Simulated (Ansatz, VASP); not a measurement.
**One calculation of SnO, two programs**

```
CELL_PARAMETERS angstrom
3.80200 0.00000 0.00000
0.00000 3.80200 0.00000
0.00000 0.00000 4.83600
ATOMIC_POSITIONS crystal
Sn 0.00000 0.50000 0.23850
Sn 0.50000 0.00000 0.76150
O 0.00000 0.00000 0.00000
O 0.50000 0.50000 0.00000
```

Alike in both runs: task single point; functional PBE; k mesh 6 × 6 × 5; occupations fermi-dirac, width 0.02 eV; no spin polarisation.

|  | VASP | Ansatz |
| --- | --- | --- |
| version | VASP 6.6.1 | Ansatz 0.2.0 |
| potentials or method | VASP PAW PBE potentials, release 64 (Sn_d, O), cutoff 520 eV | all-electron LAPW, scalar-relativistic |

|  | VASP | Ansatz | Ansatz less VASP |
| --- | --- | --- | --- |
| pressure (GPa) | 4.4 | 4.1 | -0.27 |
| traceless stress, the component that is largest in VASP (GPa) | -0.77 | -0.77 | +0.003 |
| rms of the force components (eV/Å) | 0.180 | 0.145 | -0.0354 |

Atom by atom the forces differ by 0.035 eV/Å (rms over components). Ansatz ran all-electron here, and VASP with PAW potentials.
